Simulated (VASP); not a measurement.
# W in VASP: single point with PBE

Aim: the single point of W with PBE.

All numbers are computed with VASP 6.6.1; they aren't measurements. Logs are shortened: lines on timing, memory, paths and dates and some standing lists are left out, and cuts for length are marked.

## 1. The cell of the first run

The cell holds a slab with vacuum, 12 atoms: a = 5.514 Å, b = 5.514 Å, c = 20.502 Å, α = 90.00°, β = 90.00°, γ = 109.47°.

## 2. Single point, PBE

The input, INCAR:

```
SYSTEM = W
PREC = Accurate
ENCUT = 520
EDIFF = 1E-6
ISMEAR = 0
SIGMA = 0.1
LREAL = .False.
LASPH = .True.
NELM = 80
ALGO = Fast
ISIF = 2
LWAVE = .False.
LCHARG = .True.
LDIPOL = .True.
IDIPOL = 3
DIPOL = 0.5 0.5 0.497
GGA = PE
LELF = .True.
LVHAR = .True.
LVACPOTAV = .True.
NBANDS = 96
```

The input, KPOINTS:

```
Automatic mesh
0
Gamma
  4 4 1
  0 0 0
```

The input, POSCAR:

```
W
1.0
    5.5140853216      0.0000000000      0.0000000000
   -1.8380284405      5.1987294973      0.0000000000
    0.0000000000      0.0000000000     20.5022318120
W
12
Direct
    0.2500000000      0.2500000000      0.3902014216
    0.2500000000      0.7500000000      0.3902014216
    0.7500000000      0.2500000000      0.3902014216
    0.7500000000      0.7500000000      0.3902014216
    0.5000000000      0.5000000000      0.4965173643
    0.5000000000      0.0000000000      0.4965173643
    0.0000000000      0.5000000000      0.4965173643
    0.0000000000      0.0000000000      0.4965173643
    0.7500000000      0.7500000000      0.6028629260
    0.7500000000      0.2500000000      0.6028629260
    0.2500000000      0.7500000000      0.6028629260
    0.2500000000      0.2500000000      0.6028629260
```

Potentials or basis: VASP PAW PBE potentials, release 64 (W_sv).

Command:

```
$ cat potpaw_PBE.64/W_sv/POTCAR > POTCAR
$ mpirun -np 1 vasp_std > vasp.out
```

OUTCAR:

```text
SYSTEM = W
   PREC = Accurate
   ENCUT = 520
   EDIFF = 1E-6
   ISMEAR = 0
   LREAL = .False.
   LASPH = .True.
   NELM = 80
   ISIF = 2
   GGA = PE

 ion  position               nearest neighbor table
   1  0.250  0.250  0.390-   5 2.70   8 2.70   3 2.76   3 2.76   2 2.76   2 2.76   7 3.13   6 3.13
                             4 3.18   4 3.18
   2  0.250  0.750  0.390-   6 2.70   7 2.70   4 2.76   4 2.76   1 2.76   1 2.76   5 3.13   8 3.13
                             3 3.18   3 3.18
   3  0.750  0.250  0.390-   6 2.70   7 2.70   1 2.76   1 2.76   4 2.76   4 2.76   5 3.13   8 3.13
                             2 3.18   2 3.18
   4  0.750  0.750  0.390-   5 2.70   8 2.70   2 2.76   2 2.76   3 2.76   3 2.76   7 3.13   6 3.13
                             1 3.18   1 3.18
   5  0.500  0.500  0.497-   1 2.70   4 2.70   9 2.70  12 2.70   7 2.76   7 2.76   6 2.76   6 2.76
                             3 3.13   2 3.13  11 3.13  10 3.13   8 3.18   8 3.18
   6  0.500  0.000  0.497-   2 2.70   3 2.70  10 2.70  11 2.70   8 2.76   8 2.76   5 2.76   5 2.76
                             1 3.13   4 3.13   9 3.13  12 3.13   7 3.18   7 3.18
   7  0.000  0.500  0.497-   2 2.70   3 2.70  10 2.70  11 2.70   5 2.76   5 2.76   8 2.76   8 2.76
                             1 3.13   4 3.13   9 3.13  12 3.13   6 3.18   6 3.18
   8  0.000  0.000  0.497-   1 2.70   4 2.70   9 2.70  12 2.70   6 2.76   6 2.76   7 2.76   7 2.76
                             3 3.13   2 3.13  11 3.13  10 3.13   5 3.18   5 3.18
   9  0.750  0.750  0.603-   5 2.70   8 2.70  11 2.76  11 2.76  10 2.76  10 2.76   7 3.13   6 3.13
[... 15 lines left out ...]
 A1 = (   5.5140853216,   0.0000000000,   0.0000000000)
 A2 = (  -1.8380284405,   5.1987294973,   0.0000000000)
 A3 = (   0.0000000000,   0.0000000000,  20.5022318120)

Analysis of symmetry for initial positions (statically):
=====================================================================
 Subroutine PRICEL returns following result:

  LATTYP: Found a base centered orthorhombic cell.
 ALAT       =     3.1835586448
 B/A-ratio  =     1.4142135624
 C/A-ratio  =     6.4400358528

  Lattice vectors:

 A1 = (   2.7570426608,   0.0000000000,   0.0000000000)
 A2 = (  -0.9190142203,   2.5993647486,   0.0000000000)
 A3 = (   0.0000000000,   0.0000000000,  20.5022318120)

   4 primitive cells build up your supercell.

 Routine SETGRP: Setting up the symmetry group for a
 base centered orthorhombic supercell.

 Subroutine GETGRP returns: Found  4 space group operations
 (whereof  4 operations were pure point group operations)
 out of a pool of  8 trial point group operations.

The static configuration has the point symmetry C_2v.

Analysis of symmetry for dynamics (positions and initial velocities):
[... 129 lines left out ...]
  Fermi-wavevector in a.u.,A,eV,Ry     =   1.078418  2.037915 15.823390  1.162986
  Thomas-Fermi vector in A             =   2.214357
   LORBIT       =      0    0 simple, 1 ext, 2 COOP (PROOUT), +10 PAW based schemes
   GGA     = PE    functional components
   LHFCALC =     F    Hartree Fock is set to
   AEXX    =    0.0000 exact exchange contribution
   IVDW    =     0    specifies the selected vdW correction
   LEPSILON=     F    determine dielectric tensor
   LRPA    =     F    only Hartree local field effects (RPA)
 non-spin polarized calculation
 RMM-DIIS sequential band-by-band and
 Gauss-broadening in eV      SIGMA  =   0.10
  energy-cutoff  :      520.00
  volume of cell :      587.72
 maximum number of plane-waves:     15870
 NGX is ok and might be reduce to    42
   NGX = 21   NGY = 21   NGZ = 77

 dipolmoment           0.000000      0.000000     -0.000094 electrons x Angstroem

 number of electron     168.0000026 magnetization

 dipolmoment           0.000000      0.000000      0.000130 electrons x Angstroem

 Free energy of the ion-electron system (eV)
  ---------------------------------------------------
  ext. energy  EPLUGINS =         0.00000000
  ---------------------------------------------------
  free energy    TOTEN  =      -143.52066235 eV

  energy without entropy =     -143.45588613  energy(sigma->0) =     -143.48827424

 E-fermi :   0.4865     XC(G=0):  -5.4542

 val. band max:        0.4813303415   @ k =   0.2500   0.2500   0.0000
 cond. band min:       0.5223586576   @ k =   0.0000   0.0000   0.0000
 fundamental gap:      0.0410283161
 Fermi energy:         0.4864634702

 k-point     1 :       0.0000    0.0000    0.0000
  band No.  band energies     occupation
      1     -73.6024      2.00000
      2     -73.5180      2.00000
      3     -73.5180      2.00000
      4     -73.4844      2.00000
      5     -73.4522      2.00000
      6     -73.4305      2.00000
[... 682 lines left out ...]
     95       1.6227      0.00000
     96       1.6682      0.00000

------------------------ aborting loop because EDIFF is reached ----------------------------------------

  FORCE on cell =-STRESS in cart. coord.  units (eV):
  Direction    XX          YY          ZZ          XY          YZ          ZX
  --------------------------------------------------------------------------------------
  -------------------------------------------------------------------------------------
  Total      -12.6893161    -14.7261634      0.4021773     -2.8805371      0.0000000      0.0000000
  in kB      -34.5921023    -40.1447129      1.0963677     -7.8525772      0.0000000      0.0000000
  external PRESSURE =     -24.5468158 kB  Pullay stress =       0.0000000 kB

 VOLUME and BASIS-vectors are now :
 -----------------------------------------------------------------------------
  energy-cutoff  :      520.00
  volume of cell :      587.72
      direct lattice vectors                 reciprocal lattice vectors
     5.514085322  0.000000000  0.000000000     0.181353741  0.064118230  0.000000000
    -1.838028441  5.198729497  0.000000000     0.000000000  0.192354690  0.000000000
     0.000000000  0.000000000 20.502231812     0.000000000  0.000000000  0.048775178

 POSITION                                       TOTAL-FORCE (eV/Angst)
 -----------------------------------------------------------------------------------
      0.91901      1.29968      8.00000        -0.000000     -0.000000     -0.033896
      0.00000      3.89905      8.00000        -0.000000     -0.000000     -0.033896
      3.67606      1.29968      8.00000         0.000000      0.000000     -0.033896
      2.75704      3.89905      8.00000        -0.000000     -0.000000     -0.033896
      1.83803      2.59936     10.17971         0.000000     -0.000000      0.005068
      2.75704      0.00000     10.17971        -0.000000      0.000000      0.005068
     -0.91901      2.59936     10.17971        -0.000000      0.000000      0.005068
      0.00000      0.00000     10.17971        -0.000000     -0.000000      0.005068
      2.75704      3.89905     12.36004         0.000000      0.000000      0.028828
      3.67606      1.29968     12.36004         0.000000     -0.000000      0.028828
      0.00000      3.89905     12.36004         0.000000      0.000000      0.028828
      0.91901      1.29968     12.36004        -0.000000     -0.000000      0.028828
 -----------------------------------------------------------------------------------
    total drift:                               -0.000000     -0.000000      0.000333

  FREE ENERGIE OF THE ION-ELECTRON SYSTEM (eV)
  ---------------------------------------------------
  free  energy   TOTEN  =      -143.5206623458 eV

  energy  without entropy=     -143.4558861268  energy(sigma->0) =     -143.48827424

 vacuum level on the upper side and lower side of the slab         5.317         5.316
```

stdout:

```text
POSCAR found type information on POSCAR W
 POSCAR found :  1 types and      12 ions
 scaLAPACK will be used
 LDA part: xc-table for (Slater+PW92), standard interpolation
 POSCAR, INCAR and KPOINTS ok, starting setup
 FFT: planning ... GRIDC
 FFT: planning ... GRID_SOFT
 FFT: planning ... GRID
 WAVECAR not read
 entering main loop
 -----------------------------------------------------------------------------
|                                                                             |
|           W    W    AA    RRRRR   N    N  II  N    N   GGGG   !!!           |
|           W    W   A  A   R    R  NN   N  II  NN   N  G    G  !!!           |
|           W    W  A    A  R    R  N N  N  II  N N  N  G       !!!           |
|           W WW W  AAAAAA  RRRRR   N  N N  II  N  N N  G  GGG   !            |
|           WW  WW  A    A  R   R   N   NN  II  N   NN  G    G                |
|           W    W  A    A  R    R  N    N  II  N    N   GGGG   !!!           |
|                                                                             |
|     Did not find any points to average over, which means that no vacuum     |
|     field-free region was found. Please increase the size of  your cell     |
|     in the dimension of the dipole correction to obtain accurate            |
|     workfunction values.                                                    |
|                                                                             |
 -----------------------------------------------------------------------------
```

Wall time 16 min (1 thread of Intel Xeon Platinum 8488C (Sapphire Rapids), shared host); peak memory 0.71 GiB.

What came out:

| Quantity | Value |
| --- | --- |
| Free energy | -143.5207 eV |
| Largest force | 0.034 eV/Å |
| Band gap on the k mesh | zero (band 84 reaches 1.26 eV, above the bottom of band 85 at -0.00 eV) |

Forces on the atoms (eV/Å):
```
W    0.000  0.000 -0.034
W    0.000  0.000 -0.034
W    0.000  0.000 -0.034
W    0.000  0.000 -0.034
W    0.000  0.000  0.005
W    0.000  0.000  0.005
W    0.000  0.000  0.005
W    0.000  0.000  0.005
W    0.000  0.000  0.029
W    0.000  0.000  0.029
W    0.000  0.000  0.029
W    0.000  0.000  0.029
```

Caveat: spin-orbit coupling is left out, which moves the levels of the heavy elements.
